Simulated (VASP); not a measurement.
The system is SiNi3.

```
Ni Si
1.0
     3.58861    0.00000    0.00000
     0.00000    3.58861    0.00000
     0.00000    0.00000    3.58861
Ni Si
3 1
Cartesian
  1.7943 1.7943 0.0000
  1.7943 0.0000 1.7943
  0.0000 1.7943 1.7943
  0.0000 0.0000 0.0000
```

Base run:

* Program: VASP 6.6.1
* Functional: PBEsol
* Potentials or basis: VASP PAW PBE potentials, release 64 (Ni, Si)
* Cutoff: 520 eV
* k mesh: 8 × 8 × 8
* Occupations: fermi-dirac, width 0.05 eV
* Spin: collinear spin, ferromagnetic start
* Starting moments: [1.0, 1.0, 1.0, 0.0] μB

Its results: band gap on the k mesh zero (filled and empty bands overlap); pressure -19.9 GPa; net moment 0.00 μB per cell.

Question: The run is repeated on the same cell with these changes: functional from PBEsol to PBE. What comes out?

Answer: Band gap on the k mesh zero (filled and empty bands overlap); pressure -12.4 GPa; net moment 0.00 μB per cell.

PBE binds less tightly than PBEsol, so the same cell stands under more pressure.

Caveats: the PAW data sets were made with another functional, which shifts forces and pressure a little (some runs).
